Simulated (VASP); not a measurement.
# BaS (Pm-3m) in VASP: settings compared, part 2 of 2

VASP 6.6.1. The steps go on from the part before.

### 3 Single point, PBE

The input, INCAR:

```
SYSTEM = BaS
PREC = Accurate
ENCUT = 520
EDIFF = 1E-6
ISMEAR = 0
SIGMA = 0.01
LREAL = .False.
LASPH = .True.
NELM = 80
ALGO = Normal
ISIF = 2
LWAVE = .False.
LCHARG = .False.
GGA = PE
NBANDS = 15
```

The input, KPOINTS:

```
Automatic mesh
0
Gamma
  6 6 6
  0 0 0
```

The input, POSCAR:

```
BaS
1.0
    3.8337582643      0.0000000000      0.0000000000
    0.0000000000      3.8337582643      0.0000000000
    0.0000000000      0.0000000000      3.8337582643
Ba S
1 1
Direct
    0.0000000000      0.0000000000      0.0000000000
    0.5000000000      0.5000000000      0.5000000000
```

Potentials or basis: VASP PAW PBE potentials, release 64 (Ba_sv, S).

Command:

```sh
cat potpaw_PBE.64/Ba_sv/POTCAR potpaw_PBE.64/S/POTCAR > POTCAR
mpirun -np 1 vasp_std > vasp.out
```

OUTCAR:

```text
SYSTEM = BaS
   PREC = Accurate
   ENCUT = 520
   EDIFF = 1E-6
   ISMEAR = 0
   LREAL = .False.
   LASPH = .True.
   NELM = 80
   ISIF = 2
   GGA = PE

 ion  position               nearest neighbor table
   1  0.000  0.000  0.000-   2 3.32   2 3.32   2 3.32   2 3.32   2 3.32   2 3.32   2 3.32   2 3.32

   2  0.500  0.500  0.500-   1 3.32   1 3.32   1 3.32   1 3.32   1 3.32   1 3.32   1 3.32   1 3.32

  LATTYP: Found a simple cubic cell.
 ALAT       =     3.8337582643

  Lattice vectors:

 A1 = (   3.8337582643,   0.0000000000,   0.0000000000)
 A2 = (   0.0000000000,   3.8337582643,   0.0000000000)
 A3 = (   0.0000000000,   0.0000000000,   3.8337582643)

Analysis of symmetry for initial positions (statically):
=====================================================================
 Subroutine PRICEL returns:
 Original cell was already a primitive cell.

 Routine SETGRP: Setting up the symmetry group for a
 simple cubic supercell.

 Subroutine GETGRP returns: Found 48 space group operations
 (whereof 48 operations were pure point group operations)
 out of a pool of 48 trial point group operations.

The static configuration has the point symmetry O_h .

Analysis of symmetry for dynamics (positions and initial velocities):
=====================================================================
 Subroutine PRICEL returns:
 Original cell was already a primitive cell.

 Routine SETGRP: Setting up the symmetry group for a
 simple cubic supercell.

 Subroutine GETGRP returns: Found 48 space group operations
 (whereof 48 operations were pure point group operations)
 out of a pool of 48 trial point group operations.

The dynamic configuration has the point symmetry O_h .

 Subroutine INISYM returns: Found 48 space group operations
 (whereof 48 operations are pure point group operations),
 and found     1 'primitive' translations

----------------------------------------------------------------------------------------

                                     Primitive cell

  volume of cell :      56.3474

  direct lattice vectors                    reciprocal lattice vectors
     3.833758264  0.000000000  0.000000000     0.260840651  0.000000000  0.000000000
     0.000000000  3.833758264  0.000000000     0.000000000  0.260840651  0.000000000
     0.000000000  0.000000000  3.833758264     0.000000000  0.000000000  0.260840651

  length of vectors
     3.833758264  3.833758264  3.833758264     0.260840651  0.260840651  0.260840651

  position of ions in fractional coordinates (direct lattice)
     0.000000000  0.000000000  0.000000000
     0.500000000  0.500000000  0.500000000

  ion indices of the primitive-cell ions
   primitive index   ion index
                 1           1
                 2           2

----------------------------------------------------------------------------------------

 KPOINTS: Automatic mesh

Automatic generation of k-mesh.
 Grid dimensions read from file:
 generate k-points for:    6    6    6

 Generating k-lattice:

  Cartesian coordinates                     Fractional coordinates (reciprocal lattice)
     0.043473442  0.000000000  0.000000000     0.166666667  0.000000000  0.000000000
     0.000000000  0.043473442  0.000000000     0.000000000  0.166666667  0.000000000
     0.000000000  0.000000000  0.043473442     0.000000000  0.000000000  0.166666667
[... 35 lines left out ...]
   number of dos      NEDOS =    301   number of ions     NIONS =      2
   total plane-waves  NPLWV =  27000
   dimension x,y,z NGX =    30 NGY =   30 NGZ =   30
   dimension x,y,z NGXF=    60 NGYF=   60 NGZF=   60
   ions per type =               1   1
   NGX,Y,Z   is equivalent  to a cutoff of  13.01, 13.01, 13.01 a.u.
   NGXF,Y,Z  is equivalent  to a cutoff of  26.02, 26.02, 26.02 a.u.
 SYSTEM =  BaS
   PREC   = accura    normal or accurate (medium, high low for compatibility)
   ISTART =      0    job   : 0-new  1-cont  2-samecut
   ICHARG =      2    charge: 1-file 2-atom 10-const
   ISPIN  =      1    spin polarized calculation?
   LNONCOLLINEAR =      F non collinear calculations
   LSORBIT =      F    spin-orbit coupling
   LASPH  =      T    aspherical Exc in radial PAW
   ENCUT  =  520.0 eV  38.22 Ry    6.18 a.u.   7.13  7.13  7.13*2*pi/ulx,y,z
   NELM   =     80;   NELMIN=  2; NELMDL= -5     # of ELM steps
   EDIFF  = 0.1E-05   stopping-criterion for ELM
   LREAL  =      F    real-space projection
   EDIFFG = 0.1E-04   stopping-criterion for IOM
   NSW    =      0    number of steps for IOM
   IBRION =     -1    ionic relax: 0-MD 1-quasi-New 2-CG
   NFREE  =      0    steps in history (QN), initial steepest desc. (CG)
   ISIF   =      2    stress and relaxation
   ISYM   =      2    0-nonsym 1-usesym 2-fastsym
   POTIM  = 0.5000    time-step for ionic-motion
   TEBEG  =    0.0;   TEEND  =   0.0 temperature during run
   PSTRESS=    0.0 pullay stress
   NELECT =      16.0000    total number of electrons
   NUPDOWN=      -1.0000    fix difference up-down
   EMIN   =  10.00;   EMAX   =-10.00  energy-range for DOS
   EFERMI =   0.00;   METHOD = LEGACY
   ISMEAR =     0;   SIGMA  =   0.01  broadening in eV -4-tet -1-fermi 0-gaus
   EFERMI_NEDOS =   21; number of points for ismear=-14 and -15
   IALGO  =     38    algorithm
   IMIX   =      4    mixing-type and parameters
     AMIX     =   0.40;   BMIX     =  1.00
     AMIX_MAG =   1.60;   BMIX_MAG =  1.00
  volume/ion in A,a.u.               =      28.17       190.13
  Fermi-wavevector in a.u.,A,eV,Ry     =   1.076028  2.033397 15.753309  1.157836
  Thomas-Fermi vector in A             =   2.211901
   LORBIT       =      0    0 simple, 1 ext, 2 COOP (PROOUT), +10 PAW based schemes
   GGA     = PE    functional components
   LHFCALC =     F    Hartree Fock is set to
   AEXX    =    0.0000 exact exchange contribution
   IVDW    =     0    specifies the selected vdW correction
   LEPSILON=     F    determine dielectric tensor
   LRPA    =     F    only Hartree local field effects (RPA)
 non-spin polarized calculation
 Gauss-broadening in eV      SIGMA  =   0.01
  energy-cutoff  :      520.00
  volume of cell :       56.35
 maximum number of plane-waves:      1568
 NGX is ok and might be reduce to    30
   NGX = 15   NGY = 15   NGZ = 15

 number of electron      15.9999997 magnetization

 Free energy of the ion-electron system (eV)
  ---------------------------------------------------
  ext. energy  EPLUGINS =         0.00000000
  ---------------------------------------------------
  free energy    TOTEN  =        -9.74733730 eV

  energy without entropy =       -9.74733730  energy(sigma->0) =       -9.74733730

 E-fermi :   3.0768     XC(G=0):  -9.4050

 val. band max:        3.0347119231   @ k =   0.5000   0.5000   0.0000
 cond. band min:       4.4689076230   @ k =   0.0000   0.0000   0.0000
 fundamental gap:      1.4341956999
 Fermi energy:         3.0767623299

 k-point     1 :       0.0000    0.0000    0.0000
  band No.  band energies     occupation
      1     -24.1149      2.00000
      2      -8.9125      2.00000
      3      -8.9125      2.00000
      4      -8.9125      2.00000
      5      -8.0359      2.00000
      6       2.9248      2.00000
      7       2.9248      2.00000
      8       2.9248      2.00000
      9       4.4689      0.00000
     10       4.4689      0.00000
     11       6.8848      0.00000
     12       9.5823      0.00000
     13       9.5823      0.00000
     14       9.5823      0.00000
[... 329 lines left out ...]
      2      -9.5383      2.00000
      3      -9.5383      2.00000
      4      -9.5383      2.00000
      5      -7.2344      2.00000
      6       0.2536      2.00000
      7       0.2536      2.00000
      8       0.2536      2.00000
      9      10.3646      0.00000
     10      10.3646      0.00000
     11      10.3646      0.00000
     12      10.8168      0.00000
     13      10.8168      0.00000
     14      10.8168      0.00000
     15      12.1015      0.00000

------------------------ aborting loop because EDIFF is reached ----------------------------------------

  FORCE on cell =-STRESS in cart. coord.  units (eV):
  Direction    XX          YY          ZZ          XY          YZ          ZX
  --------------------------------------------------------------------------------------
  -------------------------------------------------------------------------------------
  Total        0.4181006      0.4181006      0.4181006      0.0000000      0.0000000      0.0000000
  in kB       11.8882303     11.8882303     11.8882303      0.0000000      0.0000000      0.0000000
  external PRESSURE =      11.8882303 kB  Pullay stress =       0.0000000 kB

 VOLUME and BASIS-vectors are now :
 -----------------------------------------------------------------------------
  energy-cutoff  :      520.00
  volume of cell :       56.35
      direct lattice vectors                 reciprocal lattice vectors
     3.833758264  0.000000000  0.000000000     0.260840651  0.000000000  0.000000000
     0.000000000  3.833758264  0.000000000     0.000000000  0.260840651  0.000000000
     0.000000000  0.000000000  3.833758264     0.000000000  0.000000000  0.260840651

 POSITION                                       TOTAL-FORCE (eV/Angst)
 -----------------------------------------------------------------------------------
      0.00000      0.00000      0.00000         0.000000      0.000000      0.000000
      1.91688      1.91688      1.91688         0.000000      0.000000      0.000000
 -----------------------------------------------------------------------------------
    total drift:                                0.000000     -0.000000     -0.000000

  FREE ENERGIE OF THE ION-ELECTRON SYSTEM (eV)
  ---------------------------------------------------
  free  energy   TOTEN  =        -9.7473373029 eV

  energy  without entropy=       -9.7473373029  energy(sigma->0) =       -9.74733730
```

stdout:

```text
POSCAR found type information on POSCAR BaS
 POSCAR found :  2 types and       2 ions
 scaLAPACK will be used
 LDA part: xc-table for (Slater+PW92), standard interpolation
 POSCAR, INCAR and KPOINTS ok, starting setup
 FFT: planning ... GRIDC
 FFT: planning ... GRID_SOFT
 FFT: planning ... GRID
 WAVECAR not read
 entering main loop
```

Run time: 7 s. Hardware: 1 thread of Intel Xeon 6975P-C (Granite Rapids), shared host; peak memory 0.17 GiB.

What came out:

```
Free energy            : -9.7473 eV
Pressure               : 1.2 GPa
Band gap on the k mesh : 1.43 eV (least direct gap 1.54 eV)
```

Caveat: the structure was generated, so it needn't be the stable form of BaS; spin-orbit coupling is left out, which moves the levels of the heavy elements. A k mesh can miss the band edges.

### 4 Single point, r2SCAN

POSCAR is that of step 3.

The input, INCAR.step1:

```
ALGO = Normal
EDIFF = 1E-4
ENCUT = 520
GGA = PE
ISMEAR = 0
LASPH = T
LCHARG = F
LREAL = F
LWAVE = T
NBANDS = 15
NELM = 60
PREC = Accurate
SIGMA = 0.01
```

The input, INCAR.step2:

```
ALGO = Normal
EDIFF = 1E-6
ENCUT = 520
ISIF = 2
ISMEAR = 0
ISTART = 1
LASPH = T
LCHARG = F
LMIXTAU = T
LREAL = F
LWAVE = F
METAGGA = R2SCAN
NBANDS = 15
NELM = 60
PREC = Accurate
SIGMA = 0.01
```

The input, KPOINTS:

```
k-points
0
Gamma
  6 6 6
```

Command:

```sh
cat potpaw_PBE.64/Ba_sv/POTCAR potpaw_PBE.64/S/POTCAR > POTCAR
cp INCAR.step1 INCAR
mpirun -np 1 vasp_std > vasp.out
cp INCAR.step2 INCAR
mpirun -np 1 vasp_std > vasp.out
```

Run time: 32 s. Hardware: 1 thread of Intel Xeon 6975P-C (Granite Rapids), shared host; peak memory 0.17 GiB.

It converged, with:

* Free energy: -38.8023 eV
* Pressure: 1.0 GPa
* Band gap on the k mesh: 1.81 eV (least direct gap 1.91 eV)

Levels at points of the mesh, in eV from the valence-band top:
```
           k point  band 5  band 6  band 7  band 8  band 9  band 10  band 11  band 12
(0.00, 0.00, 0.00)  -11.53   -0.10   -0.10   -0.10    1.81     1.81     4.69     7.06
(0.50, 0.00, 0.00)  -10.24   -2.89   -0.73   -0.73    2.86     6.60     7.04     7.59
(0.50, 0.50, 0.00)  -11.10   -1.39   -1.39    0.00    2.66     3.88     4.80     4.80
(0.50, 0.50, 0.50)  -10.70   -2.81   -2.81   -2.81    7.94     7.94     7.94     8.44
```

Caveat: the structure was generated, so it needn't be the stable form of BaS; the PAW data sets were made with another functional, which shifts forces and pressure a little; spin-orbit coupling is left out, which moves the levels of the heavy elements. A k mesh can miss the band edges.
